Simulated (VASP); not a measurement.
C3N:

```
C N
1.0
     3.68843    0.00000    0.00000
    -1.84421    3.19427    0.00000
     0.00000    0.00000    6.50593
C N
6 2
Direct
  0.76198 0.00000 0.75000
  0.76198 0.76198 0.25000
  0.23802 0.00000 0.25000
  0.23802 0.23802 0.75000
  0.00000 0.76198 0.75000
  0.00000 0.23802 0.25000
  0.00000 0.00000 0.50000
  0.00000 0.00000 0.00000
```

The cell was generated, and may not be a known phase.

- Program: VASP 6.6.1
- Task: relaxation of cell and atoms
- Functional: PBE
- Potentials or basis: VASP PAW PBE potentials, release 64 (C, N)
- Cutoff: 600 eV
- k mesh: 12 × 12 × 6
- Occupations: gaussian, width 0.1 eV
- Spin: no spin polarisation

At the start: pressure -0.4 GPa; volume 9.58 Å³/atom.

Question: Where does the relaxation end?

Answer: Over 7 steps the energy falls by 5.9 meV/atom and the volume is 9.47 Å³/atom (-1.1 %); space group P6_3/mcm (No. 193, to 0.1 Å) before and after.

Step by step:
| step | energy change (eV) | largest force (eV/Å) | pressure (GPa) | volume (Å³) |
| --- | --- | --- | --- | --- |
| 1 | 0.0000 | 0.3644 | -0.39 | 76.65 |
| 2 | -0.0348 | 0.3827 | -2.12 | 76.38 |
| 3 | -0.0408 | 0.1780 | -1.79 | 76.45 |
| 4 | -0.0417 | 0.0352 | 1.28 | 75.25 |
| 5 | -0.0469 | 0.0672 | -0.22 | 75.82 |
| 6 | -0.0469 | 0.0723 | 0.19 | 75.77 |
| 7 | -0.0474 | 0.0014 | -0.03 | 75.80 |

Final structure:
```cif
data_structure
_symmetry_space_group_name_H-M 'P 1'
_symmetry_Int_Tables_number 1
_cell_length_a 3.7013
_cell_length_b 3.7013
_cell_length_c 6.3888
_cell_angle_alpha 90.000
_cell_angle_beta 90.000
_cell_angle_gamma 120.000
_cell_volume 75.80
loop_
_atom_site_label
_atom_site_type_symbol
_atom_site_fract_x
_atom_site_fract_y
_atom_site_fract_z
_atom_site_occupancy
C1 C 0.75917 0.00000 0.75000 1
C2 C 0.75917 0.75917 0.25000 1
C3 C 0.24083 0.00000 0.25000 1
C4 C 0.24083 0.24083 0.75000 1
C5 C 0.00000 0.75917 0.75000 1
C6 C 0.00000 0.24083 0.25000 1
N1 N 0.00000 0.00000 0.50000 1
N2 N 0.00000 0.00000 0.00000 1
```
